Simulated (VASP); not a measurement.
Crystal: Al4Ir.

```
CELL_PARAMETERS angstrom
3.85103 0.00000 0.00000
-1.92551 3.33509 0.00000
0.00000 0.00000 6.15341
ATOMIC_POSITIONS crystal
Al 0.50000 0.00000 0.00000
Al 0.00000 0.50000 0.00000
Al 0.50000 0.50000 0.00000
Al 0.00000 0.00000 0.00000
Ir 0.00000 0.00000 0.50000
```

- Program: VASP 6.6.1
- Task: relaxation of cell and atoms
- Functional: PBE
- Potentials or basis: VASP PAW PBE potentials, release 64 (Al, Ir)
- Cutoff: 600 eV
- k mesh: 6 × 6 × 4
- Occupations: gaussian, width 0.1 eV
- Spin: no spin polarisation

At the start: pressure 133.1 GPa; volume 15.81 Å³/atom.

Q: Where does the relaxation end?

A: Over 17 steps the energy falls by 5953.8 meV/atom and the volume is 22.09 Å³/atom (+39.8 %); space group P6/mmm (No. 191, to 0.05 Å).

The path:
```csv
step,energy change (eV),largest force (eV/Å),pressure (GPa),volume (Å³)
1,0.0000,0.0000,133.12,79.03
2,-21.8526,0.0000,-7.89,280.47
3,-26.8227,0.0000,-8.26,157.63
4,-26.9062,0.0000,-7.81,154.60
5,-26.9543,0.0000,-5.80,145.64
6,-26.9710,0.0000,-6.27,147.26
7,-28.9594,0.0000,-6.17,128.43
8,3.5497,0.0000,117.42,71.23
9,-29.3165,0.0000,-5.49,124.16
10,-29.5936,0.0000,1.18,109.94
11,-29.7205,0.0000,-2.66,116.03
12,-29.7333,0.0000,-1.96,114.66
13,-29.7314,0.0000,-1.60,114.01
14,-29.7652,0.0000,0.81,109.09
15,-29.7667,0.0000,0.36,109.90
16,-29.7685,0.0000,-0.17,110.73
17,-29.7690,0.0000,0.00,110.45
```

Final structure:
```cif
data_structure
_symmetry_space_group_name_H-M 'P 1'
_symmetry_Int_Tables_number 1
_cell_length_a 5.3122
_cell_length_b 5.3122
_cell_length_c 4.5197
_cell_angle_alpha 90.000
_cell_angle_beta 90.000
_cell_angle_gamma 120.000
_cell_volume 110.45
loop_
_atom_site_label
_atom_site_type_symbol
_atom_site_fract_x
_atom_site_fract_y
_atom_site_fract_z
_atom_site_occupancy
Al1 Al 0.50000 0.00000 0.00000 1
Al2 Al 0.00000 0.50000 0.00000 1
Al3 Al 0.50000 0.50000 0.00000 1
Al4 Al 0.00000 0.00000 0.00000 1
Ir1 Ir 0.00000 0.00000 0.50000 1
```

Caveat: the volume moved by over 15 % at a fixed basis, so the end points are rough.
